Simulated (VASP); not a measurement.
Lu, 1 atom in the cell. It takes space group Fm-3m (No. 225, cubic). The conventional cell has a = 4.965 Å, b = 4.965 Å, c = 4.965 Å, α = 90.00°, β = 90.00°, γ = 90.00°. Within 4.6 Å of Lu (site symmetry m-3m) lie 12 Lu at 3.51 Å. This isn't the form of Lu at room conditions, which is hcp.

* Program: VASP 6.6.1
* Task: single point
* Functional: RPBE
* Potentials or basis: VASP PAW PBE potentials, release 64 (Lu)
* Cutoff: 520 eV
* k mesh: 18 × 18 × 18
* Occupations: fermi-dirac, width 0.1 eV
* Spin: no spin polarisation
* Dipole correction: no
* Further INCAR settings: ALGO = Normal; EDIFF = 1e-07; NBANDS = 18

Potentials or basis: VASP PAW PBE potentials, release 64 (Lu).

Run with:

```sh
$ cat potpaw_PBE.64/Lu/POTCAR > POTCAR
$ mpirun -np 1 vasp_std > vasp.out
```

Hardware: 1 thread of AMD EPYC 7R13 (shared host).

Question: How long does it take, and how much memory?

Answer: It took 3.9 min on 1 thread of AMD EPYC 7R13, on a shared host, peak memory 0.23 GiB. Counts: scf iterations 14, k points 195.
